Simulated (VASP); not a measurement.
A run of VASP 6.6.1 is set up as follows.

File INCAR:

```
  ALGO = Normal
  EDIFF = 1E-7
  ENCUT = 520
  GGA = PE
  ISIF = 2
  ISMEAR = -1
  LASPH = T
  LCHARG = F
  LREAL = F
  LWAVE = F
  NBANDS = 36
  NELM = 60
  PREC = Accurate
  SIGMA = 0.01
```

Contents of KPOINTS:

```
k-points
0
Gamma
  3 3 2
```

File POSCAR:

```
BN
1.0
    3.7325156433      2.1549689100      0.0000000000
   -3.7325156433      2.1549689100      0.0000000000
    0.0000000000      0.0000000000      6.4954828750
B N
6 6
Direct
    0.0000000000      0.6666666667      0.2500000000
    0.3333333333      0.3333333333      0.2500000000
    0.6666666667      0.0000000000      0.2500000000
    0.0000000000      0.3333333333      0.7500000000
    0.3333333333      0.0000000000      0.7500000000
    0.6666666667      0.6666666667      0.7500000000
    0.0000000000      0.6666666667      0.7500000000
    0.3333333333      0.3333333333      0.7500000000
    0.6666666667      0.0000000000      0.7500000000
    0.0000000000      0.3333333333      0.2500000000
    0.3333333333      0.0000000000      0.2500000000
    0.6666666667      0.6666666667      0.2500000000
```

Potentials or basis: VASP PAW PBE potentials, release 64 (B, N).

The run is started by

```sh
$ cat potpaw_PBE.64/B/POTCAR potpaw_PBE.64/N/POTCAR > POTCAR
$ mpirun -np 1 vasp_std > vasp.out
```

Question: Predict the band gap on the k mesh.

Answer: 4.40 eV.

Question: What does it give for the pressure?

Answer: 8.7 GPa.

Stress tensor (GPa, compression positive):
```
11.35  0.00  0.00
 0.00 11.35  0.00
 0.00  0.00  3.51
```

Caveat: the k points lie up to 0.56 Å⁻¹ apart; this functional lacks dispersion, which binds the layers, so the pressure and a relaxed spacing across them are unreliable. A hybrid or GW would open this gap; PBE tends to underestimate it.
